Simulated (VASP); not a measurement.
# Zr (P6_3/mmc) in VASP: further runs

Runs on Zr. Level: LDA. Tasks: electric field gradients.

All numbers are computed with VASP 6.6.1; they aren't measurements. Logs are shortened: lines on timing, memory, paths and dates and some standing lists are left out, and cuts for length are marked.

## 1. The cell of the first run

Symmetry: P6_3/mmc, No. 194, hexagonal system. Conventional cell: a = 3.221 Å, b = 3.221 Å, c = 5.130 Å, α = 90.00°, β = 90.00°, γ = 120.00°. Zr (site symmetry -6m2) has 12 Zr at 3.17 to 3.22 Å within 4.2 Å.

## 2. Electric field gradients, LDA (23.05 Å³/atom)

Contents of INCAR:

```
SYSTEM = Zr
  ALGO = Normal
  EDIFF = 1E-8
  ENCUT = 520
  GGA = CA
  ISIF = 2
  ISMEAR = -1
  LASPH = .True.
  LCHARG = .False.
  LEFG = .True.
  LREAL = .False.
  LWAVE = .False.
  NBANDS = 19
  NELM = 60
  PREC = Accurate
  SIGMA = 0.03
```

Contents of KPOINTS:

```
k-points
0
Gamma
  13 13 7
  0 0 0
```

Contents of POSCAR:

```
Zr
1.0
    3.2211887832      0.0000000000      0.0000000000
   -1.6105943915      2.7896313165      0.0000000000
    0.0000000000      0.0000000000      5.1297858246
Zr
2
Direct
    0.3333333333      0.6666666667      0.2500000000
    0.6666666667      0.3333333333      0.7500000000
```

Potentials or basis: VASP PAW LDA potentials, release 64 (Zr_sv).

The run is started by

```console
cat potpaw_LDA.64/Zr_sv/POTCAR > POTCAR
mpirun -np 1 vasp_std > vasp.out
```

OUTCAR:

```text
SYSTEM = Zr
   EDIFF = 1E-8
   ENCUT = 520
   GGA = CA
   ISIF = 2
   ISMEAR = -1
   LASPH = .True.
   LREAL = .False.
   NELM = 60
   PREC = Accurate

 ion  position               nearest neighbor table
   1  0.333  0.667  0.250-   2 3.17   2 3.17   2 3.17   2 3.17   2 3.17   2 3.17
   2  0.667  0.333  0.750-   1 3.17   1 3.17   1 3.17   1 3.17   1 3.17   1 3.17

  LATTYP: Found a hexagonal cell.
 ALAT       =     3.2211887832
 C/A-ratio  =     1.5925132520

  Lattice vectors:

 A1 = (   3.2211887832,   0.0000000000,   0.0000000000)
 A2 = (  -1.6105943915,   2.7896313165,   0.0000000000)
 A3 = (   0.0000000000,   0.0000000000,   5.1297858246)

Analysis of symmetry for initial positions (statically):
=====================================================================
 Subroutine PRICEL returns:
 Original cell was already a primitive cell.

 Routine SETGRP: Setting up the symmetry group for a
 hexagonal supercell.

 Subroutine GETGRP returns: Found 24 space group operations
 (whereof 12 operations were pure point group operations)
 out of a pool of 24 trial point group operations.

The static configuration has the point symmetry D_3d.
 The point group associated with its full space group is D_6h.

Analysis of symmetry for dynamics (positions and initial velocities):
=====================================================================
 Subroutine PRICEL returns:
 Original cell was already a primitive cell.

 Routine SETGRP: Setting up the symmetry group for a
 hexagonal supercell.

 Subroutine GETGRP returns: Found 24 space group operations
 (whereof 12 operations were pure point group operations)
 out of a pool of 24 trial point group operations.

The dynamic configuration has the point symmetry D_3d.
 The point group associated with its full space group is D_6h.

 Subroutine INISYM returns: Found 24 space group operations
 (whereof 12 operations are pure point group operations),
 and found     1 'primitive' translations

----------------------------------------------------------------------------------------

                                     Primitive cell

  volume of cell :      46.0959

  direct lattice vectors                    reciprocal lattice vectors
     3.221188783  0.000000000  0.000000000     0.310444394  0.179235154  0.000000000
    -1.610594392  2.789631316  0.000000000     0.000000000  0.358470309  0.000000000
     0.000000000  0.000000000  5.129785825     0.000000000  0.000000000  0.194939913

  length of vectors
     3.221188783  3.221188783  5.129785825     0.358470309  0.358470309  0.194939913

  position of ions in fractional coordinates (direct lattice)
     0.333333333  0.666666667  0.250000000
     0.666666667  0.333333333  0.750000000

  ion indices of the primitive-cell ions
   primitive index   ion index
                 1           1
                 2           2

----------------------------------------------------------------------------------------

 KPOINTS: k-points

Automatic generation of k-mesh.
 Grid dimensions read from file:
 generate k-points for:   13   13    7

 Generating k-lattice:

  Cartesian coordinates                     Fractional coordinates (reciprocal lattice)
     0.023880338  0.013787320  0.000000000     0.076923077  0.000000000  0.000000000
     0.000000000  0.027574639  0.000000000     0.000000000  0.076923077  0.000000000
     0.000000000  0.000000000  0.027848559     0.000000000  0.000000000  0.142857143

  Length of vectors
     0.027574639  0.027574639  0.027848559

  Shift w.r.t. Gamma in fractional coordinates (k-lattice)
     0.000000000  0.000000000  0.000000000

 Subroutine IBZKPT returns following result:
 ===========================================

 Found     84 irreducible k-points:

 Following reciprocal coordinates:
            Coordinates               Weight
  0.000000  0.000000  0.000000      1.000000
  0.076923  0.000000  0.000000      6.000000
  0.153846  0.000000  0.000000      6.000000
  0.230769 -0.000000  0.000000      6.000000
  0.307692  0.000000  0.000000      6.000000
  0.384615  0.000000  0.000000      6.000000
[... 16 lines left out ...]
  0.076923  0.000000  0.142857     12.000000
  0.153846  0.000000  0.142857     12.000000
 [... further k-points ...]
   k-points           NKPTS =     84   k-points in BZ     NKDIM =     84   number of bands    NBANDS=     19
   number of dos      NEDOS =    301   number of ions     NIONS =      2
   total plane-waves  NPLWV =  23040
   dimension x,y,z NGX =    24 NGY =   24 NGZ =   40
   dimension x,y,z NGXF=    48 NGYF=   48 NGZF=   80
   ions per type =               2
   NGX,Y,Z   is equivalent  to a cutoff of  12.39, 12.39, 12.96 a.u.
   NGXF,Y,Z  is equivalent  to a cutoff of  24.77, 24.77, 25.93 a.u.
 SYSTEM =  Zr
   PREC   = accura    normal or accurate (medium, high low for compatibility)
   ISTART =      0    job   : 0-new  1-cont  2-samecut
   ICHARG =      2    charge: 1-file 2-atom 10-const
   ISPIN  =      1    spin polarized calculation?
   LNONCOLLINEAR =      F non collinear calculations
   LSORBIT =      F    spin-orbit coupling
   LASPH  =      T    aspherical Exc in radial PAW
   ENCUT  =  520.0 eV  38.22 Ry    6.18 a.u.   5.99  5.99  9.54*2*pi/ulx,y,z
   NELM   =     60;   NELMIN=  2; NELMDL= -5     # of ELM steps
   EDIFF  = 0.1E-07   stopping-criterion for ELM
   LREAL  =      F    real-space projection
   EDIFFG = 0.1E-06   stopping-criterion for IOM
   NSW    =      0    number of steps for IOM
   IBRION =     -1    ionic relax: 0-MD 1-quasi-New 2-CG
   NFREE  =      0    steps in history (QN), initial steepest desc. (CG)
   ISIF   =      2    stress and relaxation
   ISYM   =      2    0-nonsym 1-usesym 2-fastsym
   POTIM  = 0.5000    time-step for ionic-motion
   TEBEG  =    0.0;   TEEND  =   0.0 temperature during run
   PSTRESS=    0.0 pullay stress
   NELECT =      24.0000    total number of electrons
   NUPDOWN=      -1.0000    fix difference up-down
   EMIN   =  10.00;   EMAX   =-10.00  energy-range for DOS
   EFERMI =   0.00;   METHOD = LEGACY
   ISMEAR =    -1;   SIGMA  =   0.03  broadening in eV -4-tet -1-fermi 0-gaus
   EFERMI_NEDOS =   21; number of points for ismear=-14 and -15
   IALGO  =     38    algorithm
   IMIX   =      4    mixing-type and parameters
     AMIX     =   0.40;   BMIX     =  1.00
     AMIX_MAG =   1.60;   BMIX_MAG =  1.00
  volume/ion in A,a.u.               =      23.05       155.54
  Fermi-wavevector in a.u.,A,eV,Ry     =   1.317016  2.488800 23.599742  1.734532
  Thomas-Fermi vector in A             =   2.447087
   LORBIT       =      0    0 simple, 1 ext, 2 COOP (PROOUT), +10 PAW based schemes
   GGA     = CA    functional components
   LHFCALC =     F    Hartree Fock is set to
   AEXX    =    0.0000 exact exchange contribution
   IVDW    =     0    specifies the selected vdW correction
   LEPSILON=     F    determine dielectric tensor
   LRPA    =     F    only Hartree local field effects (RPA)
 non-spin polarized calculation
  energy-cutoff  :      520.00
  volume of cell :       46.10
 maximum number of plane-waves:      1263
 NGX is ok and might be reduce to    24
   NGX = 11   NGY = 11   NGZ = 19

 number of electron      24.0000000 magnetization

 Free energy of the ion-electron system (eV)
  ---------------------------------------------------
  ext. energy  EPLUGINS =         0.00000000
  ---------------------------------------------------
  free energy    TOTEN  =       -18.54352337 eV

  energy without entropy =      -18.53595018  energy(sigma->0) =      -18.53973677

 E-fermi :   8.9239     XC(G=0): -11.3407

 val. band max:        8.9238023504   @ k =   0.2308   0.1538   0.4286
 cond. band min:       8.9278605169   @ k =   0.3846   0.1538   0.2857
 fundamental gap:      0.0040581665
 Fermi energy:         8.9238740515

 k-point     1 :       0.0000    0.0000    0.0000
  band No.  band energies     occupation
      1     -39.6362      2.00000
      2     -39.4707      2.00000
      3     -18.3332      2.00000
      4     -17.4192      2.00000
      5     -17.4192      2.00000
      6     -17.2741      2.00000
[... 11 lines left out ...]
     18      11.0113      0.00000
     19      13.3570      0.00000

 k-point     2 :       0.0769    0.0000    0.0000
  band No.  band energies     occupation
      1     -39.6290      2.00000
      2     -39.4677      2.00000
      3     -18.3142      2.00000
      4     -17.4614      2.00000
      5     -17.4331      2.00000
      6     -17.3141      2.00000
[... 11 lines left out ...]
     18      10.8651      0.00000
     19      13.4664      0.00000

 k-point     3 :       0.1538    0.0000    0.0000
  band No.  band energies     occupation
      1     -39.6087      2.00000
      2     -39.4598      2.00000
      3     -18.2594      2.00000
      4     -17.5781      2.00000
      5     -17.4703      2.00000
      6     -17.4327      2.00000
[... 11 lines left out ...]
     18      11.0105      0.00000
     19      13.7020      0.00000

 k-point     4 :       0.2308   -0.0000    0.0000
  band No.  band energies     occupation
      1     -39.5789      2.00000
      2     -39.4495      2.00000
      3     -18.1753      2.00000
      4     -17.7424      2.00000
      5     -17.5932      2.00000
      6     -17.5205      2.00000
[... 11 lines left out ...]
     18      11.6830      0.00000
     19      13.9322      0.00000

 k-point     5 :       0.3077    0.0000    0.0000
  band No.  band energies     occupation
      1     -39.5451      2.00000
      2     -39.4406      2.00000
      3     -18.0724      2.00000
      4     -17.9159      2.00000
      5     -17.7560      2.00000
      6     -17.5716      2.00000
[... 11 lines left out ...]
     18      12.5256      0.00000
     19      14.0984      0.00000
[... 334 lines left out ...]
      2     -39.4453      2.00000
      3     -18.0166      2.00000
      4     -17.8737      2.00000
      5     -17.8184      2.00000
      6     -17.7477      2.00000
[... 11 lines left out ...]
     18      13.6596      0.00000
     19      15.3816      0.00000

 k-point    22 :       0.0000    0.0000    0.1429
  band No.  band energies     occupation
      1     -39.6282      2.00000
      2     -39.4790      2.00000
      3     -18.2841      2.00000
      4     -17.4119      2.00000
      5     -17.4119      2.00000
      6     -17.3304      2.00000
[... 11 lines left out ...]
     18      11.2741      0.00000
     19      13.4063      0.00000

 k-point    23 :       0.0769    0.0000    0.1429
  band No.  band energies     occupation
      1     -39.6212      2.00000
      2     -39.4759      2.00000
      3     -18.2675      2.00000
      4     -17.4529      2.00000
      5     -17.4254      2.00000
      6     -17.3644      2.00000
[... 11 lines left out ...]
     18      11.1871      0.00000
     19      13.4947      0.00000

 k-point    24 :       0.1538    0.0000    0.1429
  band No.  band energies     occupation
      1     -39.6015      2.00000
      2     -39.4672      2.00000
      3     -18.2206      2.00000
      4     -17.5663      2.00000
      5     -17.4744      2.00000
      6     -17.4616      2.00000
[... 11 lines left out ...]
     18      11.1843      0.00000
     19      13.6810      0.00000

 [... further k-points ...]

------------------------ aborting loop because EDIFF is reached ----------------------------------------

  FORCE on cell =-STRESS in cart. coord.  units (eV):
  Direction    XX          YY          ZZ          XY          YZ          ZX
  --------------------------------------------------------------------------------------
  -------------------------------------------------------------------------------------
  Total       -1.5725220     -1.5725220     -1.3211203     -0.0000000     -0.0000000      0.0000000
  in kB      -54.6569110    -54.6569110    -45.9188205     -0.0000000     -0.0000000      0.0000000
  external PRESSURE =     -51.7442142 kB  Pullay stress =       0.0000000 kB

 VOLUME and BASIS-vectors are now :
 -----------------------------------------------------------------------------
  energy-cutoff  :      520.00
  volume of cell :       46.10
      direct lattice vectors                 reciprocal lattice vectors
     3.221188783  0.000000000  0.000000000     0.310444394  0.179235154  0.000000000
    -1.610594392  2.789631316  0.000000000     0.000000000  0.358470309  0.000000000
     0.000000000  0.000000000  5.129785825     0.000000000  0.000000000  0.194939913

 POSITION                                       TOTAL-FORCE (eV/Angst)
 -----------------------------------------------------------------------------------
     -0.00000      1.85975      1.28245         0.000000      0.000000      0.000000
      1.61059      0.92988      3.84734        -0.000000     -0.000000      0.000000
 -----------------------------------------------------------------------------------
    total drift:                                0.000000     -0.000000      0.000000

  FREE ENERGIE OF THE ION-ELECTRON SYSTEM (eV)
  ---------------------------------------------------
  free  energy   TOTEN  =       -18.5435233745 eV

  energy  without entropy=      -18.5359501752  energy(sigma->0) =      -18.53973677

 Electric field gradients (V/A^2)
---------------------------------------------------------------------
 ion       V_xx      V_yy      V_zz      V_xy      V_xz      V_yz
---------------------------------------------------------------------
   1     -21.283   -21.283    42.565     0.000    -0.000     0.000
   2     -21.283   -21.283    42.565     0.000     0.000    -0.000
---------------------------------------------------------------------

 Electric field gradients after diagonalization (V/A^2)
 (convention: |V_zz| > |V_xx| > |V_yy|)
----------------------------------------------------------------------
 ion       V_xx      V_yy      V_zz     asymmetry (V_yy - V_xx)/ V_zz
----------------------------------------------------------------------
   1     -21.283   -21.283    42.565       0.000
   2     -21.283   -21.283    42.565       0.000
----------------------------------------------------------------------

           NMR quadrupolar parameters

 Cq : quadrupolar parameter    Cq=e*Q*V_zz/h
 eta: asymmetry parameters     (V_yy - V_xx)/ V_zz
 Q  : nuclear electric quadrupole moment in mb (millibarn)
----------------------------------------------------------------------
 ion       Cq(MHz)       eta       Q (mb)
----------------------------------------------------------------------
   1       0.103       0.000       1.000
   2       0.103       0.000       1.000
----------------------------------------------------------------------
```

Wall time 33 s (1 thread of Intel Xeon Platinum 8488C (Sapphire Rapids), shared host); peak memory 0.18 GiB.

What came out:

* Free energy: -18.5435 eV
* Pressure: -5.2 GPa
* Band gap on the k mesh: zero (bands 12 and 13 overlap by 1.13 eV)
* Largest electric field gradient by atom: Zr +42.6 V/Å²

Levels at points of the mesh, in eV from the Fermi level:
```
           k point  band 10  band 11  band 12  band 13  band 14  band 15
(0.00, 0.00, 0.00)    -3.08     0.81     0.81     0.97     1.28     1.51
```

Electric field gradients, principal values (V/Å²):
```csv
atom,least,middle,greatest (by size)
1 Zr,-21.283,-21.283,42.565
2 Zr,-21.283,-21.283,42.565
```

Caveat: the cell stands under tension; without QUAD_EFG the Cq values of the log hold for a quadrupole moment of 1 mb, not for the nuclei.

[end of part 1 of 3]
